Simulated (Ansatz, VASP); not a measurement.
# One calculation of In, two programs

```
In
1.0
     3.34296    0.00000    0.00000
    -1.67148    2.89509    0.00000
     0.00000    0.00000    5.38824
In
2
Direct
  0.33333 0.66667 0.25000
  0.66667 0.33333 0.75000
```

Alike in both runs: functional r2SCAN; k mesh 6 × 6 × 4; occupations gaussian, width 0.1 eV; no spin polarisation.

Ansatz relaxed the structure, and its values are those at the end. VASP's run is a single point on that final structure, the one shown.

|  | VASP | Ansatz |
| --- | --- | --- |
| version | VASP 6.6.1 | Ansatz 0.2.0 |
| potentials or method | VASP PAW PBE potentials, release 64 (In_d), cutoff 520 eV | scalar-relativistic, plane waves, PAW |
| valence electrons in the cell | 26 | 26 |

```tsv
	VASP	Ansatz	Ansatz less VASP
gap on the k mesh at the Fermi level (eV)	none	none	-
pressure (GPa)	0.4	0.4	+0.04
```

VASP's potentials were made for PBE, not for r2SCAN. A gap of «none» marks a metal or a gap that the smearing closes. With one functional, cell and mesh, what is left measures potentials, basis and numerics.

The k mesh is coarse, so the values compare programs but aren't converged.
